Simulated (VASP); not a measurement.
Sc4Zn:

```
Sc Zn
1.0
    -2.82704    2.82704    2.82704
     2.82704   -2.82704    2.82704
     2.82704    2.82704   -2.82704
Sc Zn
4 1
Direct
  0.00000 0.00000 0.50000
  0.00000 0.50000 0.00000
  0.50000 0.00000 0.00000
  0.50000 0.50000 0.50000
  0.00000 0.00000 0.00000
```

| Item | Value |
| --- | --- |
| Program | VASP 6.6.1 |
| Task | relaxation of cell and atoms |
| Functional | PBE |
| Potentials or basis | VASP PAW PBE potentials, release 64 (Sc_sv, Zn) |
| Cutoff | 600 eV |
| k mesh | 4 × 4 × 4 |
| Occupations | gaussian, width 0.1 eV |
| Spin | no spin polarisation |

At the start: pressure 31.8 GPa; volume 18.08 Å³/atom.

Problem. How do energy, volume and symmetry change on relaxing?

Solution. Over 4 steps the energy falls by 566.8 meV/atom and the volume is 25.59 Å³/atom (+41.6 %); space group Im-3m (No. 229, to 0.05 Å).

Step by step:
```
step  energy change (eV)  largest force (eV/Å)  pressure (GPa)  volume (Å³)
   1              0.0000                0.0000           31.83        90.38
   2             -2.5201                0.0000           -4.98       145.95
   3             -2.8333                0.0000            0.32       126.97
   4             -2.8342                0.0000           -0.07       127.94
```

Final structure:
```xyz
5
Lattice="-3.1743 3.1743 3.1743 3.1743 -3.1743 3.1743 3.1743 3.1743 -3.1743" Properties=species:S:1:pos:R:3 pbc="T T T"
Sc   -1.5872    4.7615    1.5872
Sc    1.5872    4.7615    1.5872
Sc    1.5872   -1.5872    4.7615
Sc    1.5872    1.5872    1.5872
Zn    0.0000    0.0000    6.3487
```

Caveat: the k points lie up to 0.35 Å⁻¹ apart in the final cell; the volume moved by over 15 % at a fixed basis, so the end points are rough.
